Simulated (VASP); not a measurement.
# Sn (Fd-3m) in VASP: further runs

Aim: see how the results for Sn move with the level of theory and the settings. Levels: PBE, r2SCAN. Tasks: single point.

Program: VASP 6.6.1. These are calculated values, not measurements. Logs are shortened: lines on timing, memory, paths and dates and some standing lists are left out, and cuts for length are marked.

### Step 1. The cell of the first run

The structure is cubic, space group Fd-3m (No. 227). The conventional cell has a = 6.657 Å, b = 6.657 Å, c = 6.657 Å, α = 90.00°, β = 90.00°, γ = 90.00°. Sn (site symmetry -43m) has 4 Sn at 2.88 Å within 3.8 Å.

This isn't the form of Sn at room conditions, which is tetragonal (white tin).

### Step 2. Single point, PBE (36.87 Å³/atom)

INCAR

```
  ALGO = Normal
  EDIFF = 1E-7
  ENCUT = 520
  GGA = PE
  ISIF = 2
  ISMEAR = 0
  LASPH = T
  LCHARG = T
  LELF = T
  LREAL = F
  LVHAR = T
  LWAVE = F
  NBANDS = 21
  NELM = 60
  PREC = Accurate
  SIGMA = 0.05
```

KPOINTS

```
k-points
0
Gamma
  6 6 6
```

POSCAR

```
Sn
1.0
    0.0000000000      3.3282942044      3.3282942044
    3.3282942044      0.0000000000      3.3282942044
    3.3282942044      3.3282942044      0.0000000000
Sn
2
Direct
    0.0000000000      0.0000000000      0.0000000000
    0.2500000000      0.2500000000      0.2500000000
```

Potentials or basis: VASP PAW PBE potentials, release 64 (Sn_d).

Command:

```sh
$ cat potpaw_PBE.64/Sn_d/POTCAR > POTCAR
$ mpirun -np 1 vasp_std > vasp.out
```

OUTCAR:

```text
EDIFF = 1E-7
   ENCUT = 520
   GGA = PE
   ISIF = 2
   ISMEAR = 0
   LASPH = T
   LREAL = F
   NELM = 60
   PREC = Accurate

 ion  position               nearest neighbor table
   1  0.000  0.000  0.000-   2 2.88   2 2.88   2 2.88   2 2.88
   2  0.250  0.250  0.250-   1 2.88   1 2.88   1 2.88   1 2.88

  LATTYP: Found a face centered cubic cell.
 ALAT       =     6.6565884088

  Lattice vectors:

 A1 = (   0.0000000000,   3.3282942044,   3.3282942044)
 A2 = (   3.3282942044,   0.0000000000,   3.3282942044)
 A3 = (   3.3282942044,   3.3282942044,   0.0000000000)

Analysis of symmetry for initial positions (statically):
=====================================================================
 Subroutine PRICEL returns:
 Original cell was already a primitive cell.

 Routine SETGRP: Setting up the symmetry group for a
 face centered cubic supercell.

 Subroutine GETGRP returns: Found 48 space group operations
 (whereof 24 operations were pure point group operations)
 out of a pool of 48 trial point group operations.

The static configuration has the point symmetry T_d .
 The point group associated with its full space group is O_h .

Analysis of symmetry for dynamics (positions and initial velocities):
=====================================================================
 Subroutine PRICEL returns:
 Original cell was already a primitive cell.

 Routine SETGRP: Setting up the symmetry group for a
 face centered cubic supercell.

 Subroutine GETGRP returns: Found 48 space group operations
 (whereof 24 operations were pure point group operations)
 out of a pool of 48 trial point group operations.

The dynamic configuration has the point symmetry T_d .
 The point group associated with its full space group is O_h .

 Subroutine INISYM returns: Found 48 space group operations
 (whereof 24 operations are pure point group operations),
 and found     1 'primitive' translations

----------------------------------------------------------------------------------------

                                     Primitive cell

  volume of cell :      73.7386

  direct lattice vectors                    reciprocal lattice vectors
     0.000000000  3.328294204  3.328294204    -0.150227104  0.150227104  0.150227104
     3.328294204  0.000000000  3.328294204     0.150227104 -0.150227104  0.150227104
     3.328294204  3.328294204  0.000000000     0.150227104  0.150227104 -0.150227104

  length of vectors
     4.706918803  4.706918803  4.706918803     0.260200977  0.260200977  0.260200977

  position of ions in fractional coordinates (direct lattice)
     0.000000000  0.000000000  0.000000000
     0.250000000  0.250000000  0.250000000

  ion indices of the primitive-cell ions
   primitive index   ion index
                 1           1
                 2           2

----------------------------------------------------------------------------------------

 KPOINTS: k-points

Automatic generation of k-mesh.
 Grid dimensions read from file:
 generate k-points for:    6    6    6

 Generating k-lattice:

  Cartesian coordinates                     Fractional coordinates (reciprocal lattice)
    -0.025037851  0.025037851  0.025037851     0.166666667  0.000000000  0.000000000
     0.025037851 -0.025037851  0.025037851     0.000000000  0.166666667  0.000000000
     0.025037851  0.025037851 -0.025037851     0.000000000  0.000000000  0.166666667

  Length of vectors
     0.043366830  0.043366830  0.043366830

  Shift w.r.t. Gamma in fractional coordinates (k-lattice)
     0.000000000  0.000000000  0.000000000

 Subroutine IBZKPT returns following result:
 ===========================================

 Found     16 irreducible k-points:

 Following reciprocal coordinates:
            Coordinates               Weight
  0.000000  0.000000  0.000000      1.000000
  0.166667  0.000000  0.000000      8.000000
  0.333333  0.000000  0.000000      8.000000
  0.500000  0.000000  0.000000      4.000000
  0.166667  0.166667  0.000000      6.000000
  0.333333  0.166667  0.000000     24.000000
[... 8 lines left out ...]
 -0.333333  0.333333  0.166667     24.000000
 -0.333333  0.500000  0.166667     12.000000
   k-points           NKPTS =     16   k-points in BZ     NKDIM =     16   number of bands    NBANDS=     21
   number of dos      NEDOS =    301   number of ions     NIONS =      2
   total plane-waves  NPLWV =  46656
   dimension x,y,z NGX =    36 NGY =   36 NGZ =   36
   dimension x,y,z NGXF=    72 NGYF=   72 NGZF=   72
   ions per type =               2
   NGX,Y,Z   is equivalent  to a cutoff of  12.72, 12.72, 12.72 a.u.
   NGXF,Y,Z  is equivalent  to a cutoff of  25.43, 25.43, 25.43 a.u.
 SYSTEM =  unknown system
   PREC   = accura    normal or accurate (medium, high low for compatibility)
   ISTART =      0    job   : 0-new  1-cont  2-samecut
   ICHARG =      2    charge: 1-file 2-atom 10-const
   ISPIN  =      1    spin polarized calculation?
   LNONCOLLINEAR =      F non collinear calculations
   LSORBIT =      F    spin-orbit coupling
   LASPH  =      T    aspherical Exc in radial PAW
   ENCUT  =  520.0 eV  38.22 Ry    6.18 a.u.   8.75  8.75  8.75*2*pi/ulx,y,z
   NELM   =     60;   NELMIN=  2; NELMDL= -5     # of ELM steps
   EDIFF  = 0.1E-06   stopping-criterion for ELM
   LREAL  =      F    real-space projection
   EDIFFG = 0.1E-05   stopping-criterion for IOM
   NSW    =      0    number of steps for IOM
   IBRION =     -1    ionic relax: 0-MD 1-quasi-New 2-CG
   NFREE  =      0    steps in history (QN), initial steepest desc. (CG)
   ISIF   =      2    stress and relaxation
   ISYM   =      2    0-nonsym 1-usesym 2-fastsym
   POTIM  = 0.5000    time-step for ionic-motion
   TEBEG  =    0.0;   TEEND  =   0.0 temperature during run
   PSTRESS=    0.0 pullay stress
   NELECT =      28.0000    total number of electrons
   NUPDOWN=      -1.0000    fix difference up-down
   EMIN   =  10.00;   EMAX   =-10.00  energy-range for DOS
   EFERMI =   0.00;   METHOD = LEGACY
   ISMEAR =     0;   SIGMA  =   0.05  broadening in eV -4-tet -1-fermi 0-gaus
   EFERMI_NEDOS =   21; number of points for ismear=-14 and -15
   IALGO  =     38    algorithm
   IMIX   =      4    mixing-type and parameters
     AMIX     =   0.40;   BMIX     =  1.00
     AMIX_MAG =   1.60;   BMIX_MAG =  1.00
  volume/ion in A,a.u.               =      36.87       248.81
  Fermi-wavevector in a.u.,A,eV,Ry     =   1.185484  2.240240 19.121260  1.405373
  Thomas-Fermi vector in A             =   2.321677
   LORBIT       =      0    0 simple, 1 ext, 2 COOP (PROOUT), +10 PAW based schemes
   GGA     = PE    functional components
   LHFCALC =     F    Hartree Fock is set to
   AEXX    =    0.0000 exact exchange contribution
   IVDW    =     0    specifies the selected vdW correction
   LEPSILON=     F    determine dielectric tensor
   LRPA    =     F    only Hartree local field effects (RPA)
 non-spin polarized calculation
 Gauss-broadening in eV      SIGMA  =   0.05
  energy-cutoff  :      520.00
  volume of cell :       73.74
 maximum number of plane-waves:      2012
   NGX = 17   NGY = 17   NGZ = 17

 number of electron      28.0000008 magnetization

 Free energy of the ion-electron system (eV)
  ---------------------------------------------------
  ext. energy  EPLUGINS =         0.00000000
  ---------------------------------------------------
  free energy    TOTEN  =        -7.66040107 eV

  energy without entropy =       -7.65987861  energy(sigma->0) =       -7.66013984

 E-fermi :   4.7285     XC(G=0):  -8.5394

 val. band max:        4.7285144662   @ k =   0.5000   0.0000   0.0000
 cond. band min:       4.8941964781   @ k =   0.3333   0.0000   0.0000
 fundamental gap:      0.1656820119
 Fermi energy:         4.7285148773

 k-point     1 :       0.0000    0.0000    0.0000
  band No.  band energies     occupation
      1     -16.6736      2.00000
      2     -16.6736      2.00000
      3     -16.6736      2.00000
      4     -16.6242      2.00000
      5     -16.6242      2.00000
      6     -16.3721      2.00000
[... 13 lines left out ...]
     20      12.6511      0.00000
     21      12.6511      0.00000

 k-point     2 :       0.1667    0.0000    0.0000
  band No.  band energies     occupation
      1     -16.6866      2.00000
      2     -16.6866      2.00000
      3     -16.6682      2.00000
      4     -16.6054      2.00000
      5     -16.6054      2.00000
      6     -16.3997      2.00000
[... 13 lines left out ...]
     20      11.7159      0.00000
     21      11.7159      0.00000

 k-point     3 :       0.3333    0.0000    0.0000
  band No.  band energies     occupation
      1     -16.6996      2.00000
      2     -16.6996      2.00000
      3     -16.6567      2.00000
      4     -16.5826      2.00000
      5     -16.5826      2.00000
      6     -16.4195      2.00000
[... 13 lines left out ...]
     20      12.0790      0.00000
     21      12.0790      0.00000

 k-point     4 :       0.5000    0.0000    0.0000
  band No.  band energies     occupation
      1     -16.7034      2.00000
      2     -16.7034      2.00000
      3     -16.6507      2.00000
      4     -16.5751      2.00000
      5     -16.5751      2.00000
      6     -16.4252      2.00000
[... 13 lines left out ...]
     20      13.0887      0.00000
     21      13.4335      0.00000

 k-point     5 :       0.1667    0.1667    0.0000
  band No.  band energies     occupation
      1     -16.6855      2.00000
      2     -16.6855      2.00000
      3     -16.6797      2.00000
      4     -16.6068      2.00000
      5     -16.5838      2.00000
      6     -16.4357      2.00000
[... 13 lines left out ...]
     20      11.3192      0.00000
     21      12.9524      0.00000

 k-point     6 :       0.3333    0.1667    0.0000
  band No.  band energies     occupation
      1     -16.7077      2.00000
      2     -16.6983      2.00000
      3     -16.6575      2.00000
      4     -16.5834      2.00000
      5     -16.5544      2.00000
      6     -16.4659      2.00000
[... 13 lines left out ...]
     20      12.4093      0.00000
     21      13.0347      0.00000

 k-point     7 :       0.5000    0.1667    0.0000
  band No.  band energies     occupation
      1     -16.7215      2.00000
      2     -16.7076      2.00000
      3     -16.6296      2.00000
      4     -16.5610      2.00000
      5     -16.5516      2.00000
      6     -16.4627      2.00000
[... 13 lines left out ...]
     20      13.2386      0.00000
     21      13.5378      0.00000

 k-point     8 :      -0.3333    0.1667    0.0000
  band No.  band energies     occupation
      1     -16.7181      2.00000
      2     -16.7099      2.00000
      3     -16.6267      2.00000
      4     -16.5737      2.00000
      5     -16.5533      2.00000
      6     -16.4496      2.00000
[... 13 lines left out ...]
     20      12.0123      0.00000
     21      13.3351      0.00000

 k-point     9 :      -0.1667    0.1667    0.0000
  band No.  band energies     occupation
      1     -16.7019      2.00000
      2     -16.6991      2.00000
      3     -16.6531      2.00000
      4     -16.5941      2.00000
      5     -16.5754      2.00000
      6     -16.4320      2.00000
[... 13 lines left out ...]
     20      12.0582      0.00000
     21      12.1908      0.00000

 k-point    10 :       0.3333    0.3333    0.0000
  band No.  band energies     occupation
      1     -16.7065      2.00000
      2     -16.7065      2.00000
      3     -16.6597      2.00000
      4     -16.5596      2.00000
      5     -16.5211      2.00000
      6     -16.5078      2.00000
[... 13 lines left out ...]
     20      13.8617      0.00000
     21      13.9183      0.00000

 k-point    11 :       0.5000    0.3333    0.0000
  band No.  band energies     occupation
      1     -16.7251      2.00000
      2     -16.7137      2.00000
      3     -16.6206      2.00000
      4     -16.5444      2.00000
      5     -16.5298      2.00000
      6     -16.4841      2.00000
[... 13 lines left out ...]
     20      13.9689      0.00000
     21      14.0213      0.00000

 k-point    12 :      -0.3333    0.3333    0.0000
  band No.  band energies     occupation
      1     -16.7342      2.00000
      2     -16.7156      2.00000
      3     -16.6034      2.00000
      4     -16.5242      2.00000
      5     -16.5187      2.00000
      6     -16.4994      2.00000
[... 13 lines left out ...]
     20      12.1231      0.00000
     21      15.1574      0.00000

 k-point    13 :       0.5000    0.5000    0.0000
  band No.  band energies     occupation
      1     -16.7160      2.00000
      2     -16.7160      2.00000
      3     -16.6030      2.00000
      4     -16.6030      2.00000
      5     -16.4958      2.00000
      6     -16.4958      2.00000
[... 13 lines left out ...]
     20      13.6470      0.00000
     21      14.9818      0.00000

 k-point    14 :       0.5000    0.3333    0.1667
  band No.  band energies     occupation
      1     -16.7205      2.00000
      2     -16.7156      2.00000
      3     -16.6237      2.00000
      4     -16.5596      2.00000
      5     -16.5222      2.00000
      6     -16.4980      2.00000
[... 13 lines left out ...]
     20      12.6669      0.00000
     21      14.3104      0.00000

 k-point    15 :      -0.3333    0.3333    0.1667
  band No.  band energies     occupation
      1     -16.7315      2.00000
      2     -16.7197      2.00000
      3     -16.5970      2.00000
      4     -16.5380      2.00000
      5     -16.5145      2.00000
      6     -16.5025      2.00000
[... 13 lines left out ...]
     20      13.9110      0.00000
     21      14.1764      0.00000

 k-point    16 :      -0.3333    0.5000    0.1667
  band No.  band energies     occupation
      1     -16.7266      2.00000
      2     -16.7266      2.00000
      3     -16.5713      2.00000
      4     -16.5713      2.00000
      5     -16.4988      2.00000
      6     -16.4988      2.00000
[... 13 lines left out ...]
     20      13.4774      0.00000
     21      14.7629      0.00000

------------------------ aborting loop because EDIFF is reached ----------------------------------------

  FORCE on cell =-STRESS in cart. coord.  units (eV):
  Direction    XX          YY          ZZ          XY          YZ          ZX
  --------------------------------------------------------------------------------------
  -------------------------------------------------------------------------------------
  Total       -0.0204476     -0.0204476     -0.0204476      0.0000000      0.0000000     -0.0000000
  in kB       -0.4442815     -0.4442815     -0.4442815      0.0000000      0.0000000     -0.0000000
  external PRESSURE =      -0.4442815 kB  Pullay stress =       0.0000000 kB

 VOLUME and BASIS-vectors are now :
 -----------------------------------------------------------------------------
  energy-cutoff  :      520.00
  volume of cell :       73.74
      direct lattice vectors                 reciprocal lattice vectors
     0.000000000  3.328294204  3.328294204    -0.150227104  0.150227104  0.150227104
     3.328294204  0.000000000  3.328294204     0.150227104 -0.150227104  0.150227104
     3.328294204  3.328294204  0.000000000     0.150227104  0.150227104 -0.150227104

 POSITION                                       TOTAL-FORCE (eV/Angst)
 -----------------------------------------------------------------------------------
      0.00000      0.00000      0.00000        -0.000000     -0.000000     -0.000000
      1.66415      1.66415      1.66415         0.000000      0.000000      0.000000
 -----------------------------------------------------------------------------------
    total drift:                                0.000000      0.000000      0.000000

  FREE ENERGIE OF THE ION-ELECTRON SYSTEM (eV)
  ---------------------------------------------------
  free  energy   TOTEN  =        -7.6604010715 eV

  energy  without entropy=       -7.6598786090  energy(sigma->0) =       -7.66013984
```

Run time: 14 s. Hardware: 1 thread of AMD EPYC 9R45 (Zen 5), shared host; peak memory 0.17 GiB.

Results:

```
Free energy            : -7.6604 eV
Pressure               : 0.0 GPa
Band gap on the k mesh : zero (bands 14 and 15 overlap by 0.23 eV)
```

Levels at points of the mesh, in eV from the Fermi level:
| k point | band 12 | band 13 | band 14 | band 15 | band 16 | band 17 |
| --- | --- | --- | --- | --- | --- | --- |
| (0.00, 0.00, 0.00) | -1.01 | 0.23 | 0.23 | 0.23 | 2.29 | 2.29 |
| (0.50, 0.00, 0.00) | -5.89 | -0.86 | -0.86 | 0.00 | 3.34 | 3.34 |
| (0.50, 0.50, 0.00) | -7.12 | -2.08 | -2.08 | 1.05 | 1.05 | 7.39 |

Caveat: spin-orbit coupling is left out, which moves the levels of the heavy elements.

(Continued in part 2 of 3.)

The gap in the log of VASP goes by the Fermi energy; the results here count the filled bands.